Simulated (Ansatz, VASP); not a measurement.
# Two plane-wave programs on Be4Os

```
Be Os
1.0
    -2.53312    2.53312    1.80054
     2.53312   -2.53312    1.80054
     2.53312    2.53312   -1.80054
Be Os
4 1
Direct
  0.19573 0.50000 0.69573
  0.50000 0.19573 0.69573
  0.50000 0.80427 0.30427
  0.80427 0.50000 0.30427
  0.00000 0.00000 0.00000
```

Change from the starting cell: species swapped into the Sn4Au type (Ccce, No. 68).

Alike in both runs: task relaxation of cell and atoms; functional PBE; k mesh 6 × 6 × 6; occupations gaussian, width 0.1 eV; no spin polarisation.

|  | VASP | Ansatz |
| --- | --- | --- |
| version | VASP 6.6.1 | Ansatz 0.2.0 |
| potentials or method | VASP PAW PBE potentials, release 64 (Be, Os), cutoff 600 eV | scalar-relativistic, plane waves, PAW |
| valence electrons in the cell | 16 | 24 |

|  | VASP | Ansatz | Ansatz less VASP |
| --- | --- | --- | --- |
| gap on the k mesh at the Fermi level, each at its own relaxed structure (eV) | none | none | - |
| relaxed volume (Å³/atom) | 9.33 | 9.30 | -0.027 |
| relaxed cell length with the largest relative difference (Å) | 4.014 | 4.008 | -0.0058 |

A gap of «none» marks a metal or a gap that the smearing closes. VASP's potentials hold 16 valence electrons a cell and Ansatz's 24, so a difference there can come from the potentials and not from the codes.

Spin-orbit coupling is off throughout.
